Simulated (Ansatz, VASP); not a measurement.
## Two plane-wave programs on Bi

```
Bi
1.0
    -1.99221    1.99221    1.99221
     1.99221   -1.99221    1.99221
     1.99221    1.99221   -1.99221
Bi
1
Direct
  0.00000 0.00000 0.00000
```

Alike in both runs: functional PBE; k mesh 20 × 20 × 20; occupations gaussian, width 0.1 eV; no spin polarisation.

Ansatz relaxed the structure, and its values are those at the end. VASP's run is a single point on that final structure, the one shown.

```csv
,VASP,Ansatz
version,VASP 6.6.1,Ansatz 0.2.0
potentials or method,"VASP PAW PBE potentials, release 64 (Bi_d), cutoff 520 eV","scalar-relativistic, plane waves, PAW"
valence electrons in the cell,15,15
```

VASP gave:

```
gap on the k mesh at the Fermi level (eV) : none
pressure (GPa)                            : -0.1
```

Q: Which values does Ansatz return?

A: gap on the k mesh at the Fermi level (eV): none; pressure (GPa): 0.0.

A gap of «none» marks a metal or a gap that the smearing closes.

Neither program's run includes spin-orbit coupling.
